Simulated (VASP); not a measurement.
The system is Al.

```
Al
1.0
     0.00000    2.02481    2.02481
     2.02481    0.00000    2.02481
     2.02481    2.02481    0.00000
Al
1
Direct
  0.00000 0.00000 0.00000
```

| Item | Value |
| --- | --- |
| Program | VASP 6.6.1 |
| Task | relaxation of cell and atoms |
| Functional | PBEsol |
| Dispersion | D4 |
| Potentials or basis | VASP PAW PBE potentials, release 64 (Al) |
| Cutoff | 600 eV |
| k mesh | 11 × 11 × 11 |
| Occupations | fermi-dirac, width 0.05 eV |
| Spin | no spin polarisation |

At the start: pressure -3.7 GPa; volume 16.60 Å³/atom.

Q: How do energy, volume and symmetry change on relaxing?

A: Over 3 steps the energy falls by 9.0 meV/atom and the volume is 15.85 Å³/atom (-4.5 %); space group Fm-3m (No. 225, to 0.05 Å).

Step by step:
```csv
step,energy change (eV),largest force (eV/Å),pressure (GPa),volume (Å³)
1,0.0000,0.0000,-3.70,16.60
2,-0.0086,0.0000,0.88,15.70
3,-0.0090,0.0000,0.01,15.85
```

Final structure:
```
Al
1.0
     0.00000    1.99378    1.99378
     1.99378    0.00000    1.99378
     1.99378    1.99378    0.00000
Al
1
Direct
  0.00000 0.00000 0.00000
```

The cell as given is a measured one (16.60 Å³/atom); PBEsol+D4 puts the equilibrium volume -4.5 % from it, thermal expansion not counted.

Caveat: the PAW data sets were made with another functional, which shifts forces and pressure a little; pairwise dispersion overbinds metals, which lowers pressure and volume.
